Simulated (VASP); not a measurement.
A run of VASP 6.6.1:

File INCAR:

```
ALGO = Normal
EDIFF = 1E-7
EDIFFG = -0.01
ENCUT = 600
GGA = PE
IBRION = 2
ISIF = 3
ISMEAR = 0
LASPH = True
LCHARG = False
LREAL = False
LWAVE = False
NELM = 60
NSW = 100
PREC = Accurate
SIGMA = 0.1
```

Contents of KPOINTS:

```
k-points
0
Gamma
  6 6 6
```

File POSCAR:

```
Ga2Te3O
1.0
    3.7423410330      2.1606416028      2.9854555510
   -3.7423410330      2.1606416028      2.9854555510
    0.0000000000     -4.3212832056      2.9854555510
Ga Te O
2 3 1
Direct
    0.6398879959      0.6398879959      0.6398879959
    0.3601120041      0.3601120041      0.3601120041
    0.0000000000      0.5000000000      0.0000000000
    0.5000000000      0.0000000000      0.0000000000
    0.0000000000      0.0000000000      0.5000000000
    0.0000000000      0.0000000000      0.0000000000
```

Potentials or basis: VASP PAW PBE potentials, release 64 (Ga_d, Te, O).

The run is started by

```console
$ cat potpaw_PBE.64/Ga_d/POTCAR potpaw_PBE.64/Te/POTCAR potpaw_PBE.64/O/POTCAR > POTCAR
$ mpirun -np 1 vasp_std > vasp.out
```

Hardware: 1 thread of Intel Xeon 8259CL (shared host).

Q: Estimate the wall time of this run.

A: Wall time 7.4 min on 1 thread of Intel Xeon 8259CL, with other jobs on the host, peak memory 0.35 GiB. Counts: scf iterations 28, k points 32, ion steps 2.
